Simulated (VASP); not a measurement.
Here is a VASP 6.6.1 calculation.

The input INCAR:

```
ALGO = Normal
EDIFF = 1E-6
ENCUT = 520
GGA = PE
ISIF = 2
ISMEAR = 0
LASPH = T
LCHARG = T
LELF = T
LREAL = F
LVHAR = T
LWAVE = F
NBANDS = 14
NELM = 60
PREC = Accurate
SIGMA = 0.1
```

Contents of KPOINTS:

```
k-points
0
Gamma
  11 11 11
```

File POSCAR:

```
HfN
1.0
    0.0000000000      2.3146234414      2.3146234414
    2.3146234414      0.0000000000      2.3146234414
    2.3146234414      2.3146234414      0.0000000000
Hf N
1 1
Direct
    0.0000000000      0.0000000000      0.0000000000
    0.5000000000      0.5000000000      0.5000000000
```

Potentials or basis: VASP PAW PBE potentials, release 64 (Hf_pv, N).

Command:

```console
$ cat potpaw_PBE.64/Hf_pv/POTCAR potpaw_PBE.64/N/POTCAR > POTCAR
$ mpirun -np 1 vasp_std > vasp.out
```

(1) Estimate the pressure.

Results:

(1) -14.6 GPa.
